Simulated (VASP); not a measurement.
Write the native input for VASP 6.6.1 that does the following.

```yaml
Task: single point
Functional: PBEsol
Dispersion: D3(BJ)
Potentials_or_basis: VASP PAW PBE potentials, release 64 (W_sv, Se)
Cutoff: 520 eV
k_mesh: 12 × 12 × 4
Occupations: gaussian, width 0.05 eV
Spin: no spin polarisation
Dipole_correction: no
Further_INCAR_settings: ALGO = Normal; EDIFF = 1e-06; NBANDS = 35
```

The structure of WSe2 lies in POSCAR:

```
WSe2
1.0
    3.1012375506      0.0000000000      0.0000000000
   -1.5506187753      2.6857505020      0.0000000000
    0.0000000000      0.0000000000     12.4145017028
W Se
2 4
Direct
    0.3333333333      0.6666666667      0.2500000000
    0.6666666667      0.3333333333      0.7500000000
    0.3333333333      0.6666666667      0.6145805872
    0.6666666667      0.3333333333      0.1145805872
    0.3333333333      0.6666666667      0.8854194128
    0.6666666667      0.3333333333      0.3854194128
```

This cell differs from its parent crystal: strain -0.0400 x Voigt [1, 1, 0, 0, 0, 0].

The input as run:

INCAR

```
SYSTEM = WSe2
ALGO = Normal
EDIFF = 1E-6
ENCUT = 520
GGA = PS
ISIF = 2
ISMEAR = 0
IVDW = 12
LASPH = .TRUE.
LCHARG = .FALSE.
LREAL = .FALSE.
LWAVE = .FALSE.
NBANDS = 35
NELM = 100
PREC = Accurate
SIGMA = 0.05
```

KPOINTS

```
k-points
0
G
  12 12 4
  0 0 0
```

Potentials or basis: VASP PAW PBE potentials, release 64 (W_sv, Se).

Run with:

```sh
$ cat potpaw_PBE.64/W_sv/POTCAR potpaw_PBE.64/Se/POTCAR > POTCAR
$ mpirun -np 1 vasp_std > vasp.out
```

Results of the run:

* Pressure: 15.5 GPa
* Largest force: 1.104 eV/Å
* Band gap on the k mesh: 0.75 eV, indirect (least direct gap 1.48 eV)
* Dispersion energy per atom: -0.518 eV

Caveat: the cell differs from its parent crystal (strain -0.0400 x Voigt [1, 1, 0, 0, 0, 0]); the PAW data sets were made with another functional, which shifts forces and pressure a little; spin-orbit coupling is left out, which moves the levels of the heavy elements.

Wall time 74 s on 1 thread of Intel(R) Xeon(R) 6975P-C (Granite Rapids), on a shared host, peak memory 0.34 GiB.
